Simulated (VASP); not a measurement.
# NaH (Fm-3m) in VASP: a series of runs

NaH is run at these levels: PBE, r2SCAN; tasks: G0W0 quasiparticle levels.

Everything below comes from runs of VASP 6.6.1. Logs are shortened: lines on timing, memory, paths and dates and some standing lists are left out, and cuts for length are marked.

## (1) The cell of the first run

The structure is cubic, space group Fm-3m (No. 225). Conventional cell: a = 4.795 Å, b = 4.795 Å, c = 4.795 Å, α = 90.00°, β = 90.00°, γ = 90.00°. Within 3.2 Å of Na (site symmetry m-3m) lie 6 H at 2.40 Å. H (site symmetry m-3m) has 6 Na at 2.40 Å within 3.2 Å.

## (2) G0W0 quasiparticle levels, PBE

POSCAR

```
NaH
1.0
    0.0000000000      2.3975116394      2.3975116394
    2.3975116394      0.0000000000      2.3975116394
    2.3975116394      2.3975116394      0.0000000000
Na H
1 1
Direct
    0.0000000000      0.0000000000      0.0000000000
    0.5000000000      0.5000000000      0.5000000000
```

INCAR.step1

```
ALGO = Normal
EDIFF = 1E-8
ENCUT = 500
GGA = PE
ISMEAR = 0
LASPH = T
LCHARG = F
LREAL = F
LWAVE = T
NELM = 80
PREC = Accurate
SIGMA = 0.01
```

INCAR.step2

```
ALGO = Exact
EDIFF = 1E-8
ENCUT = 500
GGA = PE
ISMEAR = 0
ISTART = 1
LASPH = T
LCHARG = F
LOPTICS = T
LREAL = F
LWAVE = T
NBANDS = 108
NELM = 1
PREC = Accurate
SIGMA = 0.01
```

INCAR.step3

```
ALGO = EVGW0
EDIFF = 1E-8
ENCUT = 500
ENCUTGW = 140.0
GGA = PE
ISMEAR = 0
ISTART = 1
LASPH = T
LCHARG = F
LREAL = F
LWAVE = F
NBANDS = 108
NBANDSGW = 13
NELMGW = 1
NOMEGA = 96
OMEGAMAX = 30
PREC = Accurate
PRECFOCK = Fast
SIGMA = 0.01
```

KPOINTS

```
k-points
0
Gamma
  4 4 4
```

Potentials or basis: VASP PAW PBE potentials, release 64 (Na_sv_GW, H_GW).

Launch:

```console
$ cat potpaw_PBE.64/Na_sv_GW/POTCAR potpaw_PBE.64/H_GW/POTCAR > POTCAR
$ cp INCAR.step1 INCAR
$ mpirun -np 1 vasp_std > vasp.out
$ cp INCAR.step2 INCAR
$ mpirun -np 1 vasp_std > vasp.out
$ cp INCAR.step3 INCAR
$ mpirun -np 1 vasp_std > vasp.out
```

OUTCAR:

```text
EDIFF = 1E-8
   ENCUT = 500
   ENCUTGW = 140.0
   GGA = PE
   ISMEAR = 0
   ISTART = 1
   LASPH = T
   LREAL = F
   NELMGW = 1
   PREC = Accurate
   PRECFOCK = Fast

 ion  position               nearest neighbor table
   1  0.000  0.000  0.000-
   2  0.500  0.500  0.500-

  LATTYP: Found a face centered cubic cell.
 ALAT       =     4.7950232788

  Lattice vectors:

 A1 = (   0.0000000000,   2.3975116394,   2.3975116394)
 A2 = (   2.3975116394,   0.0000000000,   2.3975116394)
 A3 = (   2.3975116394,   2.3975116394,   0.0000000000)

Analysis of symmetry for initial positions (statically):
=====================================================================
 Subroutine PRICEL returns:
 Original cell was already a primitive cell.

 Routine SETGRP: Setting up the symmetry group for a
 face centered cubic supercell.

 Subroutine GETGRP returns: Found 48 space group operations
 (whereof 48 operations were pure point group operations)
 out of a pool of 48 trial point group operations.

The static configuration has the point symmetry O_h .

Analysis of symmetry for dynamics (positions and initial velocities):
=====================================================================
 Subroutine PRICEL returns:
 Original cell was already a primitive cell.

 Routine SETGRP: Setting up the symmetry group for a
 face centered cubic supercell.

 Subroutine GETGRP returns: Found 48 space group operations
 (whereof 48 operations were pure point group operations)
 out of a pool of 48 trial point group operations.

The dynamic configuration has the point symmetry O_h .

 Subroutine INISYM returns: Found 48 space group operations
 (whereof 48 operations are pure point group operations),
 and found     1 'primitive' translations

----------------------------------------------------------------------------------------

                                     Primitive cell

  volume of cell :      27.5621

  direct lattice vectors                    reciprocal lattice vectors
     0.000000000  2.397511639  2.397511639    -0.208549561  0.208549561  0.208549561
     2.397511639  0.000000000  2.397511639     0.208549561 -0.208549561  0.208549561
     2.397511639  2.397511639  0.000000000     0.208549561  0.208549561 -0.208549561

  length of vectors
     3.390593476  3.390593476  3.390593476     0.361218436  0.361218436  0.361218436

  position of ions in fractional coordinates (direct lattice)
     0.000000000  0.000000000  0.000000000
     0.500000000  0.500000000  0.500000000

  ion indices of the primitive-cell ions
   primitive index   ion index
                 1           1
                 2           2

----------------------------------------------------------------------------------------

 KPOINTS: k-points

Automatic generation of k-mesh.
 Grid dimensions read from file:
 generate k-points for:    4    4    4

 Generating k-lattice:

  Cartesian coordinates                     Fractional coordinates (reciprocal lattice)
    -0.052137390  0.052137390  0.052137390     0.250000000  0.000000000  0.000000000
     0.052137390 -0.052137390  0.052137390     0.000000000  0.250000000  0.000000000
     0.052137390  0.052137390 -0.052137390     0.000000000  0.000000000  0.250000000

  Length of vectors
     0.090304609  0.090304609  0.090304609

  Shift w.r.t. Gamma in fractional coordinates (k-lattice)
     0.000000000  0.000000000  0.000000000

 Subroutine IBZKPT returns following result:
 ===========================================

 Found      8 irreducible k-points:

 Following reciprocal coordinates:
            Coordinates               Weight
  0.000000  0.000000  0.000000      1.000000
  0.250000  0.000000  0.000000      8.000000
  0.500000  0.000000  0.000000      4.000000
  0.250000  0.250000  0.000000      6.000000
  0.500000  0.250000  0.000000     24.000000
 -0.250000  0.250000  0.000000     12.000000
  0.500000  0.500000  0.000000      3.000000
 -0.250000  0.500000  0.250000      6.000000
   k-points           NKPTS =      8   k-points in BZ     NKDIM =     64   number of bands    NBANDS=    108
   number of dos      NEDOS =    301   number of ions     NIONS =      2
   total plane-waves  NPLWV =  21952
   dimension x,y,z NGX =    28 NGY =   28 NGZ =   28
   dimension x,y,z NGXF=    56 NGYF=   56 NGZF=   56
   ions per type =               1   1
   NGX,Y,Z   is equivalent  to a cutoff of  13.73, 13.73, 13.73 a.u.
   NGXF,Y,Z  is equivalent  to a cutoff of  27.46, 27.46, 27.46 a.u.
 SYSTEM =  unknown system
   PREC   = accura    normal or accurate (medium, high low for compatibility)
   ISTART =      1    job   : 0-new  1-cont  2-samecut
   ICHARG =      0    charge: 1-file 2-atom 10-const
   ISPIN  =      1    spin polarized calculation?
   LNONCOLLINEAR =      F non collinear calculations
   LSORBIT =      F    spin-orbit coupling
   LASPH  =      T    aspherical Exc in radial PAW
   ENCUT  =  500.0 eV  36.75 Ry    6.06 a.u.   6.18  6.18  6.18*2*pi/ulx,y,z
   NELM   =     60;   NELMIN=  2; NELMDL=  0     # of ELM steps
   EDIFF  = 0.1E-07   stopping-criterion for ELM
   LREAL  =      F    real-space projection
   EDIFFG = 0.1E-06   stopping-criterion for IOM
   NSW    =      0    number of steps for IOM
   IBRION =     -1    ionic relax: 0-MD 1-quasi-New 2-CG
   NFREE  =      0    steps in history (QN), initial steepest desc. (CG)
   ISIF   =      0    stress and relaxation
   ISYM   =      3    0-nonsym 1-usesym 2-fastsym
   POTIM  = 0.5000    time-step for ionic-motion
   TEBEG  =    0.0;   TEEND  =   0.0 temperature during run
   PSTRESS=    0.0 pullay stress
   NELECT =      10.0000    total number of electrons
   NUPDOWN=      -1.0000    fix difference up-down
   EMIN   =  10.00;   EMAX   =-10.00  energy-range for DOS
   EFERMI =   0.00;   METHOD = LEGACY
   ISMEAR =     0;   SIGMA  =   0.01  broadening in eV -4-tet -1-fermi 0-gaus
   EFERMI_NEDOS =   21; number of points for ismear=-14 and -15
   IALGO  =     38    algorithm
   IMIX   =      4    mixing-type and parameters
     AMIX     =   0.40;   BMIX     =  1.00
     AMIX_MAG =   1.60;   BMIX_MAG =  1.00
  volume/ion in A,a.u.               =      13.78        93.00
  Fermi-wavevector in a.u.,A,eV,Ry     =   1.167627  2.206495 18.549539  1.363353
  Thomas-Fermi vector in A             =   2.304125
   LORBIT       =      0    0 simple, 1 ext, 2 COOP (PROOUT), +10 PAW based schemes
   GGA     = PE    functional components
   LHFCALC =     T    Hartree Fock is set to
   PRECFOCK=fast      Normal, Fast or Accurate (Low or Medium for compatibility)
   ENCUT4O =  -1.0   cutoff for four orbital integrals eV
   NKREDX  =     1    reduce k-point grid by
   NKREDY  =     1    reduce k-point grid by
   NKREDZ  =     1    reduce k-point grid by
   AEXX    =    1.0000 exact exchange contribution
   HFSCREEN=    0.0000 screening length (either q_TF or 0.3 A-1)
   HFSCREENC=   0.0000 screening length for correlation (either q_TF or 0.3 A-1)
   ENCUTFOCK=  -1.0 apply spherical cutoff to Coloumb kernel
   IVDW    =     0    specifies the selected vdW correction
   LEPSILON=     F    determine dielectric tensor
   LRPA    =     F    only Hartree local field effects (RPA)
   LRPAFORCE           =     F    calculate RPA forces
   ENCUTGW             = 140.0    cutoff for response function in eV
   ENCUTGWSOFT         = 112.0    soft cutoff for Coulomb kernel in GW response function in eV
   ENCUTLF             =  -1.0    cutoff for local field effects
   NELMGW              =     1    number of iterations in solving QP/BSE equation
   NELMHF              =     1    number of iterations in the inner HF iteration
   NKREDLFX            =     1    NKREDLFY  =   1   NKREDLFZ  =   1
 non-spin polarized calculation
 Gauss-broadening in eV      SIGMA  =   0.01
  energy-cutoff  :      500.00
  volume of cell :       27.56
 maximum number of plane-waves:       725
 NGX is ok and might be reduce to    28
  NGX = 14; NGY = 14; NGZ = 14
   NGX = 13   NGY = 13   NGZ = 13
 maximum number of plane-waves:       113
 NGX is ok and might be reduce to    14

 QP shifts <psi_nk| G(iteration)W_0 |psi_nk>: iteration 1
 for sc-GW calculations column KS-energies equals QP-energies in previous step
 and V_xc(KS)=  KS-energies - (<T + V_ion + V_H > + <T+V_H+V_ion>^1  + <V_x>^1)

 k-point   1 :       0.0000    0.0000    0.0000
  band No.  KS-energies  QP-energies   sigma(KS)   V_xc(KS)     V^pw_x(r,r')   Z            occupation Imag(sigma)

      1     -51.2681     -59.6482     -40.8247     -29.2635     -49.1310       0.7248       2.0000       0.3471
      2     -23.1694     -28.2482     -35.1612     -28.3907     -41.4316       0.7501       2.0000       0.1214
      3     -23.1694     -28.2482     -35.1612     -28.3907     -41.4316       0.7501       2.0000       0.1214
      4     -23.1694     -28.2482     -35.1612     -28.3907     -41.4316       0.7501       2.0000       0.1214
      5      -4.7820      -6.3458     -11.2186      -8.9105     -13.9494       0.6775       2.0000       0.2470
      6       9.5316      10.3404      -9.6152     -10.8026      -4.9602       0.6811       0.0000      -0.3565
      7      14.6680      15.1953      -5.7768      -6.4638      -1.2539       0.7675       0.0000      -0.7944
      8      14.6680      15.1953      -5.7768      -6.4638      -1.2539       0.7675       0.0000      -0.7944
      9      14.6680      15.1953      -5.7768      -6.4638      -1.2539       0.7675       0.0000      -0.7944
     10      15.5864      16.7264      -7.3415      -8.7693      -2.8611       0.7984       0.0000      -0.9529
     11      15.5864      16.7264      -7.3415      -8.7693      -2.8611       0.7984       0.0000      -0.9529
     12      15.5864      16.7264      -7.3415      -8.7693      -2.8611       0.7984       0.0000      -0.9529
     13      16.5140      16.9934      -4.9434      -5.4086      -0.5891       1.0305       0.0000      -1.4061

 k-point   2 :       0.2500    0.0000    0.0000
  band No.  KS-energies  QP-energies   sigma(KS)   V_xc(KS)     V^pw_x(r,r')   Z            occupation Imag(sigma)

      1     -51.2642     -59.6696     -40.8315     -29.2711     -49.1385       0.7271       2.0000       0.3475
      2     -23.2202     -28.2575     -35.0292     -28.2529     -41.2847       0.7434       2.0000       0.1265
      3     -23.1752     -28.2504     -35.1459     -28.3767     -41.4159       0.7498       2.0000       0.1216
      4     -23.1752     -28.2504     -35.1459     -28.3767     -41.4159       0.7498       2.0000       0.1216
      5      -3.7352      -5.3136     -11.5501      -9.2912     -13.8528       0.6987       2.0000       0.1729
      6       6.2338       7.0242      -7.7050      -8.7448      -4.0661       0.7601       0.0000      -0.1408
      7      10.5840      11.0906      -7.4037      -8.1145      -2.8110       0.7127       0.0000      -0.4882
      8      13.0600      13.8506      -6.5385      -7.5048      -2.1572       0.8181       0.0000      -0.6686
      9      13.0600      13.8506      -6.5385      -7.5048      -2.1572       0.8181       0.0000      -0.6686
     10      16.5564      17.4103      -6.4720      -7.4852      -1.8953       0.8428       0.0000      -0.9960
     11      16.5564      17.4103      -6.4720      -7.4852      -1.8953       0.8428       0.0000      -0.9960
     12      17.9755      18.8602      -6.5651      -7.6952      -2.0216       0.7829       0.0000      -1.1616
     13      19.7225      20.8309      -7.0485      -8.3281      -2.3298       0.8662       0.0000      -1.1890
[... 72 lines left out ...]
      1     -51.2580     -59.7532     -40.8422     -29.2833     -49.1504       0.7350       2.0000       0.3475
      2     -23.2593     -28.2446     -34.9085     -28.1575     -41.1627       0.7384       2.0000       0.1264
      3     -23.2032     -28.2420     -35.0698     -28.3073     -41.3356       0.7451       2.0000       0.1223
      4     -23.2032     -28.2420     -35.0698     -28.3073     -41.3356       0.7451       2.0000       0.1223
      5      -1.2875      -2.8522     -12.5425     -10.4193     -14.1689       0.7369       2.0000       0.0917
      6       3.5720       4.2190      -6.7887      -7.6013      -3.7056       0.7961       0.0000      -0.0978
      7       9.0161       9.3411      -5.5217      -5.9678      -1.2543       0.7287       0.0000      -0.2999
      8       9.7083      10.5132      -7.1211      -8.1818      -3.1537       0.7588       0.0000      -0.2767
      9       9.7083      10.5132      -7.1211      -8.1818      -3.1537       0.7588       0.0000      -0.2767
     10      10.9378      11.9166      -8.1373      -9.4276      -3.5513       0.7586       0.0000      -0.4821
     11      23.0006      24.3282      -7.8458      -9.5627      -2.6670       0.7733       0.0000      -1.7043
     12      24.7390      25.8305      -6.6910      -8.1003      -1.8397       0.7744       0.0000      -1.2475
     13      26.4049      27.5726      -5.9876      -7.3071      -1.4880       0.8850       0.0000      -1.3464

 k-point   8 :      -0.2500    0.5000    0.2500
  band No.  KS-energies  QP-energies   sigma(KS)   V_xc(KS)     V^pw_x(r,r')   Z            occupation Imag(sigma)

      1     -51.2580     -59.7715     -40.8424     -29.2833     -49.1508       0.7365       2.0000       0.3476
      2     -23.2313     -28.2491     -34.9892     -28.2326     -41.2492       0.7427       2.0000       0.1242
      3     -23.2313     -28.2491     -34.9892     -28.2326     -41.2492       0.7427       2.0000       0.1242
      4     -23.2055     -28.2446     -35.0670     -28.2983     -41.3298       0.7445       2.0000       0.1240
      5      -1.1077      -2.6681     -12.7647     -10.6486     -14.3551       0.7374       2.0000       0.0886
      6       4.9810       5.6375      -6.5428      -7.3830      -3.1667       0.7814       0.0000      -0.1132
      7       4.9810       5.6375      -6.5428      -7.3830      -3.1667       0.7814       0.0000      -0.1132
      8       7.4169       8.3131      -6.9479      -8.1136      -3.1282       0.7689       0.0000      -0.1634
      9      15.5559      16.5131      -8.2625      -9.4940      -3.3757       0.7773       0.0000      -0.9937
     10      16.9043      17.5836      -6.0474      -6.9009      -1.4992       0.7958       0.0000      -1.0427
     11      16.9043      17.5836      -6.0474      -6.9009      -1.4992       0.7958       0.0000      -1.0427
     12      18.5188      19.7605      -7.1649      -8.7062      -2.4710       0.8056       0.0000      -1.1030
     13      24.0607      25.2701      -7.4819      -9.0895      -2.4194       0.7524       0.0000      -1.4857
```

It took 63 s on 1 thread of Intel Xeon 6975P-C (Granite Rapids), shared host; peak memory 0.26 GiB.

Results:

```
Quasiparticle gap                                   : 6.06 eV
Least direct quasiparticle gap                      : 6.98 eV
Band gap of the starting levels on the mesh         : 3.81 eV
Least direct gap of the starting levels on the mesh : 4.68 eV
```

Caveat: the k points lie up to 0.57 Å⁻¹ apart; bands, screening cutoff and mesh are small and nothing is extrapolated, so the quasiparticle values aren't converged.

[end of part 1 of 2]
